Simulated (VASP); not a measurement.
# Ir (Fm-3m) in VASP: a series of runs

The runs below take Ir through single point, relaxation of cell and atoms, with revPBE+D3(BJ), PBEsol, r2SCAN+D4.

Program: VASP 6.6.1. These are calculated values, not measurements. Logs are shortened: lines on timing, memory, paths and dates and some standing lists are left out, and cuts for length are marked.

## (1) The cell of the first run

Symmetry: Fm-3m, No. 225, cubic system. Conventional cell: a = 3.827 Å, b = 3.827 Å, c = 3.827 Å, α = 90.00°, β = 90.00°, γ = 90.00°. Ir (site symmetry m-3m) has 12 Ir at 2.71 Å within 3.6 Å.

## (2) Single point, revPBE+D3(BJ)

Input file INCAR:

```
SYSTEM = Ir
  ALGO = Normal
  EDIFF = 1E-6
  ENCUT = 520
  GGA = RE
  ISIF = 2
  ISMEAR = -1
  IVDW = 12
  LASPH = .TRUE.
  LCHARG = .FALSE.
  LREAL = .FALSE.
  LWAVE = .FALSE.
  NBANDS = 10
  NELM = 60
  PREC = Accurate
  SIGMA = 0.15
```

Input file KPOINTS:

```
k-points
0
G
  13 13 13
  0 0 0
```

Input file POSCAR:

```
Ir
1.0
    0.0000000000      1.9136634352      1.9136634352
    1.9136634352      0.0000000000      1.9136634352
    1.9136634352      1.9136634352      0.0000000000
Ir
1
Direct
    0.0000000000      0.0000000000      0.0000000000
```

Potentials or basis: VASP PAW PBE potentials, release 64 (Ir).

Started as:

```sh
$ cat potpaw_PBE.64/Ir/POTCAR > POTCAR
$ mpirun -np 1 vasp_std > vasp.out
```

OUTCAR:

```text
SYSTEM = Ir
   EDIFF = 1E-6
   ENCUT = 520
   GGA = RE
   ISIF = 2
   ISMEAR = -1
   IVDW = 12
   LASPH = .TRUE.
   LREAL = .FALSE.
   NELM = 60
   PREC = Accurate
 IVDW          = 12

 ion  position               nearest neighbor table
   1  0.000  0.000  0.000-

  LATTYP: Found a face centered cubic cell.
 ALAT       =     3.8273268704

  Lattice vectors:

 A1 = (   0.0000000000,   1.9136634352,   1.9136634352)
 A2 = (   1.9136634352,   0.0000000000,   1.9136634352)
 A3 = (   1.9136634352,   1.9136634352,   0.0000000000)

Analysis of symmetry for initial positions (statically):
[... 6 lines left out ...]

 Subroutine GETGRP returns: Found 48 space group operations
 (whereof 48 operations were pure point group operations)
 out of a pool of 48 trial point group operations.

The static configuration has the point symmetry O_h .

Analysis of symmetry for dynamics (positions and initial velocities):
[... 6 lines left out ...]

 Subroutine GETGRP returns: Found 48 space group operations
 (whereof 48 operations were pure point group operations)
 out of a pool of 48 trial point group operations.

The dynamic configuration has the point symmetry O_h .

 Subroutine INISYM returns: Found 48 space group operations
 (whereof 48 operations are pure point group operations),
 and found     1 'primitive' translations

----------------------------------------------------------------------------------------

                                     Primitive cell

  volume of cell :      14.0161

  direct lattice vectors                    reciprocal lattice vectors
     0.000000000  1.913663435  1.913663435    -0.261278964  0.261278964  0.261278964
     1.913663435  0.000000000  1.913663435     0.261278964 -0.261278964  0.261278964
     1.913663435  1.913663435  0.000000000     0.261278964  0.261278964 -0.261278964

  length of vectors
     2.706328784  2.706328784  2.706328784     0.452548441  0.452548441  0.452548441

  position of ions in fractional coordinates (direct lattice)
     0.000000000  0.000000000  0.000000000

  ion indices of the primitive-cell ions
   primitive index   ion index
                 1           1

----------------------------------------------------------------------------------------

 KPOINTS: k-points

Automatic generation of k-mesh.
 Grid dimensions read from file:
 generate k-points for:   13   13   13

 Generating k-lattice:

  Cartesian coordinates                     Fractional coordinates (reciprocal lattice)
    -0.020098382  0.020098382  0.020098382     0.076923077  0.000000000  0.000000000
     0.020098382 -0.020098382  0.020098382     0.000000000  0.076923077  0.000000000
     0.020098382  0.020098382 -0.020098382     0.000000000  0.000000000  0.076923077

  Length of vectors
     0.034811419  0.034811419  0.034811419

  Shift w.r.t. Gamma in fractional coordinates (k-lattice)
     0.000000000  0.000000000  0.000000000

 Subroutine IBZKPT returns following result:
 ===========================================

 Found     84 irreducible k-points:

 Following reciprocal coordinates:
            Coordinates               Weight
  0.000000  0.000000  0.000000      1.000000
  0.076923  0.000000  0.000000      8.000000
  0.153846  0.000000  0.000000      8.000000
  0.230769  0.000000  0.000000      8.000000
  0.307692  0.000000  0.000000      8.000000
  0.384615  0.000000  0.000000      8.000000
[... 16 lines left out ...]
  0.384615  0.153846  0.000000     24.000000
  0.461538  0.153846  0.000000     24.000000
 [... further k-points ...]
   k-points           NKPTS =     84   k-points in BZ     NKDIM =     84   number of bands    NBANDS=     10
   number of dos      NEDOS =    301   number of ions     NIONS =      1
   total plane-waves  NPLWV =   8000
   dimension x,y,z NGX =    20 NGY =   20 NGZ =   20
   dimension x,y,z NGXF=    40 NGYF=   40 NGZF=   40
   ions per type =               1
   NGX,Y,Z   is equivalent  to a cutoff of  12.29, 12.29, 12.29 a.u.
   NGXF,Y,Z  is equivalent  to a cutoff of  24.57, 24.57, 24.57 a.u.
 SYSTEM =  Ir
   PREC   = accura    normal or accurate (medium, high low for compatibility)
   ISTART =      0    job   : 0-new  1-cont  2-samecut
   ICHARG =      2    charge: 1-file 2-atom 10-const
   ISPIN  =      1    spin polarized calculation?
   LNONCOLLINEAR =      F non collinear calculations
   LSORBIT =      F    spin-orbit coupling
   LASPH  =      T    aspherical Exc in radial PAW
   ENCUT  =  520.0 eV  38.22 Ry    6.18 a.u.   5.03  5.03  5.03*2*pi/ulx,y,z
   NELM   =     60;   NELMIN=  2; NELMDL= -5     # of ELM steps
   EDIFF  = 0.1E-05   stopping-criterion for ELM
   LREAL  =      F    real-space projection
   EDIFFG = 0.1E-04   stopping-criterion for IOM
   NSW    =      0    number of steps for IOM
   IBRION =     -1    ionic relax: 0-MD 1-quasi-New 2-CG
   NFREE  =      0    steps in history (QN), initial steepest desc. (CG)
   ISIF   =      2    stress and relaxation
   ISYM   =      2    0-nonsym 1-usesym 2-fastsym
   POTIM  = 0.5000    time-step for ionic-motion
   TEBEG  =    0.0;   TEEND  =   0.0 temperature during run
   PSTRESS=    0.0 pullay stress
   NELECT =       9.0000    total number of electrons
   NUPDOWN=      -1.0000    fix difference up-down
   EMIN   =  10.00;   EMAX   =-10.00  energy-range for DOS
   EFERMI =   0.00;   METHOD = LEGACY
   ISMEAR =    -1;   SIGMA  =   0.15  broadening in eV -4-tet -1-fermi 0-gaus
   EFERMI_NEDOS =   21; number of points for ismear=-14 and -15
   IALGO  =     38    algorithm
   IMIX   =      4    mixing-type and parameters
     AMIX     =   0.40;   BMIX     =  1.00
     AMIX_MAG =   1.60;   BMIX_MAG =  1.00
  volume/ion in A,a.u.               =      14.02        94.59
  Fermi-wavevector in a.u.,A,eV,Ry     =   1.412364  2.668982 27.140539  1.994773
  Thomas-Fermi vector in A             =   2.534121
   LORBIT       =      0    0 simple, 1 ext, 2 COOP (PROOUT), +10 PAW based schemes
   GGA     = RE    functional components
   LHFCALC =     F    Hartree Fock is set to
   AEXX    =    0.0000 exact exchange contribution
   IVDW    =    12    specifies the selected vdW correction
   LEPSILON=     F    determine dielectric tensor
   LRPA    =     F    only Hartree local field effects (RPA)
 non-spin polarized calculation
  energy-cutoff  :      520.00
  volume of cell :       14.02
 maximum number of plane-waves:       388
   NGX =  9   NGY =  9   NGZ =  9

 number of electron       9.0000000 magnetization

 Free energy of the ion-electron system (eV)
  ---------------------------------------------------
  ext. energy  EPLUGINS =         0.00000000
  ---------------------------------------------------
  free energy    TOTEN  =        -8.32004294 eV

  energy without entropy =       -8.24560337  energy(sigma->0) =       -8.28282315

 E-fermi :  10.6268     XC(G=0): -14.0162

 val. band max:       10.6133884811   @ k =  -0.4615   0.4615   0.0000
 cond. band min:      10.6611532595   @ k =   0.3077   0.2308   0.0000
 fundamental gap:      0.0477647784
 Fermi energy:        10.6267526376

 k-point     1 :       0.0000    0.0000    0.0000
  band No.  band energies     occupation
      1      -0.5826      2.00000
      2       6.6896      2.00000
      3       6.6896      2.00000
      4       6.6896      2.00000
      5       9.4124      1.99939
      6       9.4124      1.99939
      7      24.9038      0.00000
      8      30.5617      0.00000
      9      30.5617      0.00000
     10      30.5617      0.00000

 k-point     2 :       0.0769    0.0000    0.0000
  band No.  band energies     occupation
      1      -0.3183      2.00000
      2       6.5499      2.00000
      3       6.8028      2.00000
      4       6.8028      2.00000
      5       9.3405      1.99962
      6       9.3405      1.99962
      7      25.3596      0.00000
      8      29.2820      0.00000
      9      30.9991      0.00000
     10      30.9991      0.00000

 k-point     3 :       0.1538    0.0000    0.0000
  band No.  band energies     occupation
      1       0.4180      2.00000
      2       6.2485      2.00000
      3       7.0515      2.00000
      4       7.0515      2.00000
      5       9.2472      1.99980
      6       9.2472      1.99980
      7      26.4468      0.00000
      8      27.2073      0.00000
      9      32.2346      0.00000
     10      32.2346      0.00000

 k-point     4 :       0.2308    0.0000    0.0000
  band No.  band energies     occupation
      1       1.4056      2.00000
      2       6.1192      2.00000
      3       7.1577      2.00000
      4       7.1577      2.00000
      5       9.4647      1.99914
      6       9.4647      1.99914
      7      24.9753      0.00000
      8      27.4598      0.00000
      9      34.0088      0.00000
     10      34.0088      0.00000

 k-point     5 :       0.3077    0.0000    0.0000
  band No.  band energies     occupation
      1       2.1734      2.00000
      2       6.6826      2.00000
      3       6.9901      2.00000
      4       6.9902      2.00000
      5      10.1267      1.93112
      6      10.1267      1.93112
      7      22.7793      0.00000
      8      26.6385      0.00000
      9      34.1040      0.00000
     10      34.1040      0.00000

 k-point     6 :       0.3846    0.0000    0.0000
  band No.  band energies     occupation
      1       2.4268      2.00000
      2       6.7501      2.00000
      3       6.7501      2.00000
      4       8.1122      2.00000
      5      10.9227      0.24414
      6      10.9227      0.24414
      7      20.3353      0.00000
      8      25.2671      0.00000
      9      31.9542      0.00000
     10      31.9542      0.00000

 k-point     7 :       0.4615    0.0000    0.0000
  band No.  band energies     occupation
      1       2.4377      2.00000
      2       6.5990      2.00000
      3       6.5990      2.00000
      4       9.5828      1.99810
      5      11.4632      0.00754
      6      11.4632      0.00754
      7      18.3326      0.00000
      8      24.5428      0.00000
      9      30.6677      0.00000
     10      30.6677      0.00000

 k-point     8 :       0.0769    0.0769    0.0000
  band No.  band energies     occupation
      1      -0.2294      2.00000
      2       6.4196      2.00000
      3       6.8902      2.00000
      4       6.8902      2.00000
      5       9.1017      1.99992
      6       9.5172      1.99877
      7      25.5198      0.00000
      8      29.6297      0.00000
      9      30.7018      0.00000
     10      30.7018      0.00000

 k-point     9 :       0.1538    0.0769    0.0000
  band No.  band energies     occupation
      1       0.3552      2.00000
      2       6.1125      2.00000
      3       7.1344      2.00000
      4       7.1509      2.00000
      5       8.8141      1.99999
      6       9.5951      1.99794
      7      26.4684      0.00000
      8      28.0349      0.00000
      9      31.1772      0.00000
     10      31.7370      0.00000
[... 118 lines left out ...]
 k-point    19 :      -0.0769    0.0769    0.0000
  band No.  band energies     occupation
      1       0.1072      2.00000
      2       6.3067      2.00000
      3       6.9649      2.00000
      4       7.0209      2.00000
      5       9.0325      1.99995
      6       9.4762      1.99907
      7      26.0624      0.00000
      8      28.2714      0.00000
      9      30.8127      0.00000
     10      32.1013      0.00000

 k-point    20 :       0.1538    0.1538    0.0000
  band No.  band energies     occupation
      1       0.7635      2.00000
      2       5.7358      2.00000
      3       7.4830      2.00000
      4       7.4830      2.00000
      5       8.3284      2.00000
      6       9.8155      1.99108
      7      27.2058      0.00000
      8      28.7019      0.00000
      9      30.7247      0.00000
     10      30.7247      0.00000

 k-point    21 :       0.2308    0.1538    0.0000
  band No.  band energies     occupation
      1       1.5556      2.00000
      2       5.3644      2.00000
      3       7.4646      2.00000
      4       7.8306      2.00000
      5       8.4508      2.00000
      6      10.0625      1.95457
      7      27.3610      0.00000
      8      28.3672      0.00000
      9      30.6156      0.00000
     10      31.2064      0.00000

 k-point    22 :       0.3077    0.1538    0.0000
  band No.  band energies     occupation
      1       2.4876      2.00000
      2       5.2371      2.00000
      3       6.9114      2.00000
      4       7.9094      2.00000
      5       9.5151      1.99879
      6      10.5699      1.18716
      7      25.1110      0.00000
      8      28.4244      0.00000
      9      30.3081      0.00000
     10      31.5732      0.00000

 k-point    23 :       0.3846    0.1538    0.0000
  band No.  band energies     occupation
      1       3.0677      2.00000
      2       5.7114      2.00000
      3       6.4752      2.00000
      4       7.7291      2.00000
      5      11.0195      0.13593
      6      11.2203      0.03752
      7      22.2774      0.00000
      8      27.1431      0.00000
      9      29.6077      0.00000
     10      31.7070      0.00000

 k-point    24 :       0.4615    0.1538    0.0000
  band No.  band energies     occupation
      1       3.1984      2.00000
      2       5.9337      2.00000
      3       6.9987      2.00000
      4       7.4891      2.00000
      5      11.6143      0.00276
      6      12.8082      0.00000
      7      19.3847      0.00000
      8      26.2333      0.00000
      9      29.1734      0.00000
     10      30.4281      0.00000

 [... further k-points ...]

------------------------ aborting loop because EDIFF is reached ----------------------------------------

 Edisp (eV)   -1.39336

 E8    (eV) :    -1.0045

  FORCE on cell =-STRESS in cart. coord.  units (eV):
  Direction    XX          YY          ZZ          XY          YZ          ZX
  --------------------------------------------------------------------------------------
  -------------------------------------------------------------------------------------
  Total       0.05430     0.05430     0.05430     0.00000     0.00000     0.00000
  in kB       6.20729     6.20729     6.20729     0.00000     0.00000     0.00000
  external pressure =        6.21 kB  Pullay stress =        0.00 kB

 VOLUME and BASIS-vectors are now :
 -----------------------------------------------------------------------------
  energy-cutoff  :      520.00
  volume of cell :       14.02
      direct lattice vectors                 reciprocal lattice vectors
     0.000000000  1.913663435  1.913663435    -0.261278964  0.261278964  0.261278964
     1.913663435  0.000000000  1.913663435     0.261278964 -0.261278964  0.261278964
     1.913663435  1.913663435  0.000000000     0.261278964  0.261278964 -0.261278964

 POSITION                                       TOTAL-FORCE (eV/Angst)
 -----------------------------------------------------------------------------------
      0.00000      0.00000      0.00000         0.000000     -0.000000      0.000000
 -----------------------------------------------------------------------------------
    total drift:                                0.000000     -0.000000     -0.000000

  FREE ENERGIE OF THE ION-ELECTRON SYSTEM (eV)
  ---------------------------------------------------
  free  energy   TOTEN  =        -9.7134031174 eV

  energy  without entropy=       -9.6389635471  energy(sigma->0) =       -9.67618333
```

Run time: 16 s. Hardware: 1 thread of Intel Xeon 8259CL, shared host; peak memory 0.14 GiB.

Results:

* Free energy: -9.7134 eV
* Pressure: 0.6 GPa
* Dispersion energy per atom: -1.393 eV

Caveat: the PAW data sets were made with another functional, which shifts forces and pressure a little; spin-orbit coupling is left out, which moves the levels of the heavy elements; pairwise dispersion overbinds metals, which lowers pressure and volume.

(Continued in part 2 of 3.)
